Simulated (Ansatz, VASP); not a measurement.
Ga2O3 in VASP and in Ansatz

INCAR

```
SYSTEM = Ga2O3
  ALGO = Normal
  EDIFF = 1E-6
  ENCUT = 520
  GGA = PE
  ISIF = 2
  ISMEAR = 0
  LASPH = .True.
  LCHARG = .True.
  LELF = .True.
  LREAL = Auto
  LVHAR = .True.
  LWAVE = .False.
  NBANDS = 79
  NELM = 80
  PREC = Accurate
  SIGMA = 0.02
```

The input KPOINTS:

```
k-points
0
Gamma
  4 4 4
  0 0 0
```

File POSCAR:

```
Ga2O3
1.0
    5.7123570000     -0.3381500000     -0.0759790000
   -0.3332350000      6.1388720000      0.2825190000
   -0.0753970000      0.2900930000      5.6228990000
Ga O
6 9
Direct
    0.0191510288      0.3473267553      0.7556656351
    0.7591552863      0.4561326786      0.2218344100
    0.2483713872      0.6865866527      0.2790925343
    0.5236281504      0.0692650240      0.5964936658
    0.4693917787      0.5443238950      0.8088489422
    0.8054518623      0.9581753908      0.1204545988
    0.5810873702      0.7056556706      0.1848958326
    0.8026367667      0.0793865768      0.7949987572
    0.3444127340      0.2928124424      0.6444107181
    0.3965536827      0.7804738445      0.5965881061
    0.9917353750      0.5080519190      0.4473622244
    0.7760834932      0.4987537482      0.8895800332
    0.6575651622      0.1578684272      0.2918046551
    0.2134066308      0.4776892060      0.0112057592
    0.1122634754      0.9338982921      0.1771849920
```

Input for Ansatz:

```yaml
crystal:
  lattice:
    - [5.712357, -0.33815, -0.075979]
    - [-0.333235, 6.138872, 0.282519]
    - [-0.075397, 0.290093, 5.622899]
  atoms:
    - { symbol: Ga, position: [0.0191510288, 0.3473267553, 0.7556656351] }
    - { symbol: Ga, position: [0.7591552863, 0.4561326786, 0.22183441] }
    - { symbol: Ga, position: [0.2483713872, 0.6865866527, 0.2790925343] }
    - { symbol: Ga, position: [0.5236281504, 0.069265024, 0.5964936658] }
    - { symbol: Ga, position: [0.4693917787, 0.544323895, 0.8088489422] }
    - { symbol: Ga, position: [0.8054518623, 0.9581753908, 0.1204545988] }
    - { symbol: O, position: [0.5810873702, 0.7056556706, 0.1848958326] }
    - { symbol: O, position: [0.8026367667, 0.0793865768, 0.7949987572] }
    - { symbol: O, position: [0.344412734, 0.2928124424, 0.6444107181] }
    - { symbol: O, position: [0.3965536827, 0.7804738445, 0.5965881061] }
    - { symbol: O, position: [0.991735375, 0.508051919, 0.4473622244] }
    - { symbol: O, position: [0.7760834932, 0.4987537482, 0.8895800332] }
    - { symbol: O, position: [0.6575651622, 0.1578684272, 0.2918046551] }
    - { symbol: O, position: [0.2134066308, 0.477689206, 0.0112057592] }
    - { symbol: O, position: [0.1122634754, 0.9338982921, 0.177184992] }
basis:
  ecutwfc: 420
kpoints:
  mp_grid: { grid: [4, 4, 4] }
hamiltonian:
  xc: pbe
scf:
  occupations: { method: gaussian, width: 0.02 }
  n_extra_bands: 8
output:
  forces: true
  stress: true
  eigenvalues: true
  populations: true
  dos:
    method: { smearing: { sigma: 0.1, scheme: gaussian } }
    projected: true
    de: 0.02
  write_density: true
  write_potential: true
  elf: true
  volumetric_format: npy
```

Alike in both runs: task single point; functional PBE; k mesh 4 × 4 × 4; occupations gaussian, width 0.02 eV; no spin polarisation.

|  | VASP | Ansatz |
| --- | --- | --- |
| version | VASP 6.6.1 | Ansatz 0.2.0 |
| potentials or method | VASP PAW PBE potentials, release 64 (Ga_d, O), cutoff 520 eV | scalar-relativistic, plane waves, PAW |
| valence electrons in the cell | 132 | 132 |

|  | VASP | Ansatz | Ansatz less VASP |
| --- | --- | --- | --- |
| gap on the k mesh at the Fermi level (eV) | 1.62 | 1.65 | +0.029 |
| least direct gap on the mesh (eV) | 1.62 | 1.65 | +0.029 |
| rms of the force components (eV/Å) | 0.015 | 0.008 | -0.0079 |

Atom by atom the forces differ by 0.014 eV/Å (rms over components). With one functional, cell and mesh, what is left measures potentials, basis and numerics.
